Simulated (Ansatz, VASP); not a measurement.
# BN: VASP beside Ansatz

Contents of INCAR:

```
  PREC = Accurate
  ENCUT = 520
  EDIFF = 1E-7
  ISMEAR = 0
  SIGMA = 0.05
  LREAL = False
  LASPH = True
  NELM = 80
  ALGO = Normal
  ISIF = 2
  LWAVE = False
  LCHARG = True
  GGA = PE
  LELF = True
  LVHAR = True
  NBANDS = 16
```

File KPOINTS:

```
regular mesh
0
Gamma
  12 12 6
```

Contents of POSCAR:

```
BN
1.0
    2.4877162557     -0.0426466871      0.0097995710
   -1.2807912423      2.3319648813     -0.0583242774
    0.0162186160     -0.1020978264      4.2832662811
B N
2 2
Direct
    0.6701676277      0.3160039758      0.9876030511
    0.3080917410      0.6844141027      0.4959413843
    0.6884388768      0.3488275418      0.6355283638
    0.3333017546      0.6507543798      0.1309272007
```

Input for Ansatz:

```yaml
crystal:
  lattice:
    - [2.4877162557, -0.0426466871, 0.009799571]
    - [-1.2807912423, 2.3319648813, -0.0583242774]
    - [0.016218616, -0.1020978264, 4.2832662811]
  atoms:
    - { symbol: B, position: [0.6701676277, 0.3160039758, 0.9876030511] }
    - { symbol: B, position: [0.308091741, 0.6844141027, 0.4959413843] }
    - { symbol: "N", position: [0.6884388768, 0.3488275418, 0.6355283638] }
    - { symbol: "N", position: [0.3333017546, 0.6507543798, 0.1309272007] }
basis:
  ecutwfc: 420
kpoints:
  mp_grid: { grid: [12, 12, 6] }
hamiltonian:
  xc: pbe
scf:
  occupations: { method: gaussian, width: 0.05 }
output:
  forces: true
  stress: true
  eigenvalues: true
```

Change from the starting cell: all atoms moved at random (sigma 0.06 Å a component), cell strained at random (sigma 0.03).

Alike in both runs: task single point; functional PBE; k mesh 12 × 12 × 6; occupations gaussian, width 0.05 eV; no spin polarisation.

|  | VASP | Ansatz |
| --- | --- | --- |
| version | VASP 6.6.1 | Ansatz 0.2.0 |
| potentials or method | VASP PAW PBE potentials, release 64 (B, N), cutoff 520 eV | scalar-relativistic, plane waves, PAW |
| valence electrons in the cell | 16 | 16 |

|  | VASP | Ansatz | Ansatz less VASP |
| --- | --- | --- | --- |
| gap on the k mesh at the Fermi level (eV) | 3.63 | 3.65 | +0.013 |
| least direct gap on the mesh (eV) | 6.44 | 6.44 | +0.004 |
| pressure (GPa) | -5.6 | -5.8 | -0.13 |
| traceless stress, the component that is largest in VASP (GPa) | 31.38 | 31.34 | -0.039 |
| rms of the force components (eV/Å) | 1.317 | 1.311 | -0.0064 |

Atom by atom the forces differ by 0.010 eV/Å (rms over components).
